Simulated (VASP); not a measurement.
## CsPbBr3: single point with PBE

Crystal: CsPbBr3.

```xyz
5
Lattice="5.9988 0.0000 0.0000 0.0000 5.9988 0.0000 0.0000 0.0000 5.9988" Properties=species:S:1:pos:R:3 pbc="T T T"
Pb    2.9994    2.9994    2.9994
Cs    0.0000    0.0000    0.0000
Br    2.9994    2.9994    0.0000
Br    2.9994    0.0000    2.9994
Br    0.0000    2.9994    2.9994
```

| Property | Result |
| --- | --- |
| Program | VASP 6.6.1 |
| Task | single point |
| Functional | PBE |
| Potentials or basis | VASP PAW PBE potentials, release 64 (Pb_d, Cs_sv, Br) |
| Cutoff | 520 eV |
| k mesh | 5 × 5 × 5 |
| Occupations | fermi-dirac, width 0.05 eV |
| Spin | no spin polarisation |

The pressure is 0.0 GPa and the band gap on the k mesh is 2.74 eV.

Levels at points of the mesh, in eV from the valence-band top:
```csv
k point,band 18,band 19,band 20,band 21,band 22,band 23,band 24,band 25,band 26,band 27
"(0.00, 0.00, 0.00)",-1.21,-1.21,-1.12,-1.12,-1.12,3.82,5.02,5.02,5.75,5.75
```

It took 3.8 min on 1 thread of Intel Xeon 8259CL, on a shared host, peak memory 0.35 GiB.

Caveat: spin-orbit coupling is left out, which moves the levels of the heavy elements; an odd mesh through Γ misses points on the zone boundary, where band edges can lie.
